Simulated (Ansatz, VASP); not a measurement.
One calculation of Li, two programs

```
CELL_PARAMETERS angstrom
1.53499 0.88623 7.58830
-1.53499 0.88623 7.58830
0.00000 -1.77246 7.58830
ATOMIC_POSITIONS crystal
Li 0.00000 0.00000 0.00000
Li 0.22200 0.22200 0.22200
Li 0.77800 0.77800 0.77800
```

Change from the starting cell: equal xx and yy strain of -1 %.

Alike in both runs: task single point; functional LDA; k mesh 12 × 12 × 12; occupations fermi-dirac, width 0.08 eV; no spin polarisation.

|  | VASP | Ansatz |
| --- | --- | --- |
| version | VASP 6.6.1 | Ansatz 0.2.0 |
| potentials or method | VASP PAW LDA potentials, release 64 (Li_sv), cutoff 520 eV | all-electron LAPW, scalar-relativistic |

|  | VASP | Ansatz | Ansatz less VASP |
| --- | --- | --- | --- |
| rms of the force components (eV/Å) | 0.004 | 0.004 | -0.0001 |

LDA's correlation is that of Perdew and Zunger in VASP and of Perdew and Wang (1992) in Ansatz. Atom by atom the forces differ by 0.000 eV/Å (rms over components). Ansatz ran all-electron here, and VASP with PAW potentials.

Noted on VASP's run: the cutoff is under 1.25 times that of the potentials, so the pressure is a little rough.
